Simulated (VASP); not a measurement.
Wanted: the native input for a VASP 6.6.1 run.

| Property | Result |
| --- | --- |
| Task | single point |
| Functional | PBE |
| Potentials or basis | VASP PAW PBE potentials, release 64 (Si, As) |
| Cutoff | 520 eV |
| k mesh | 3 × 3 × 3 |
| Occupations | gaussian, width 0.1 eV |
| Spin | no spin polarisation |
| Dipole correction | no |
| Further INCAR settings | ALGO = Normal; EDIFF = 1e-06; NBANDS = 27 |

The structure of Si3As lies in POSCAR:

```
Si3As
1.0
    3.6573530316      2.1115737573      2.9167099305
   -3.6573530316      2.1115737573      2.9167099305
    0.0000000000     -4.2231475147      2.9167099305
Si As
6 2
Direct
    0.7528445915      0.2890093638      0.7528445915
    0.7528445915      0.7528445915      0.2890093638
    0.2890093638      0.7528445915      0.7528445915
    0.2471554085      0.7109906362      0.2471554085
    0.7109906362      0.2471554085      0.2471554085
    0.2471554085      0.2471554085      0.7109906362
    0.2182572165      0.2182572165      0.2182572165
    0.7817427835      0.7817427835      0.7817427835
```

The input as run:

INCAR

```
SYSTEM = Si3As
PREC = Accurate ; ENCUT = 520
EDIFF = 1E-6 ; ISMEAR = 0
SIGMA = 0.1 ; LREAL = .False.
LASPH = .True. ; NELM = 60
ALGO = Normal ; ISIF = 2
LWAVE = .False. ; LCHARG = .True.
GGA = PE ; LELF = .True.
LVHAR = .True. ; NBANDS = 27
```

KPOINTS

```
Automatic mesh
0
Gamma
  3 3 3
  0 0 0
```

Potentials or basis: VASP PAW PBE potentials, release 64 (Si, As).

Run with:

```console
$ cat potpaw_PBE.64/Si/POTCAR potpaw_PBE.64/As/POTCAR > POTCAR
$ mpirun -np 1 vasp_std > vasp.out
```

Results of the run:

```json
{
 "Pressure": "0.0 GPa",
 "Largest force": "0.015 eV/Å",
 "Band gap on the k mesh": "zero (bands 17 and 18 overlap by 0.84 eV)"
}
```

Caveat: the k points lie up to 0.41 Å⁻¹ apart, too coarse for converged energies and pressures of a metal.

It took 15 s on 1 thread of Intel(R) Xeon(R) Platinum 8559C (Emerald Rapids), with other jobs on the host, peak memory 0.23 GiB.
